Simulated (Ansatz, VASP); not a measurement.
# One calculation of PtSe2, two programs

```
Se Pt
1.0
     3.70704    0.00000    0.00000
    -1.85352    3.21039    0.00000
     0.00000    0.00000   22.79816
Se Pt
4 2
Direct
  0.66667 0.33333 0.19738
  0.33333 0.66667 0.31358
  0.33333 0.66667 0.46754
  0.00000 0.00000 0.58374
  0.00000 0.00000 0.25548
  0.66667 0.33333 0.52564
```

Alike in both runs: task single point; functional PBE; dispersion D3(BJ); k mesh 9 × 9 × 1; occupations gaussian, width 0.05 eV; no spin polarisation.

|  | VASP | Ansatz |
| --- | --- | --- |
| version | VASP 6.6.1 | Ansatz 0.2.0 |
| potentials or method | VASP PAW PBE potentials, release 64 (Se, Pt), cutoff 520 eV | scalar-relativistic, plane waves, PAW |
| valence electrons in the cell | 44 | 100 |

```tsv
	VASP	Ansatz	Ansatz less VASP
gap on the k mesh at the Fermi level (eV)	0.83	0.83	+0.009
least direct gap on the mesh (eV)	1.01	1.02	+0.009
rms of the force components (eV/Å)	0.013	0.014	+0.0003
```

VASP's potentials hold 44 valence electrons a cell and Ansatz's 100, so a difference there can come from the potentials and not from the codes. Ansatz's warnings: xc potential rough in thin density.

Spin-orbit coupling is off throughout.
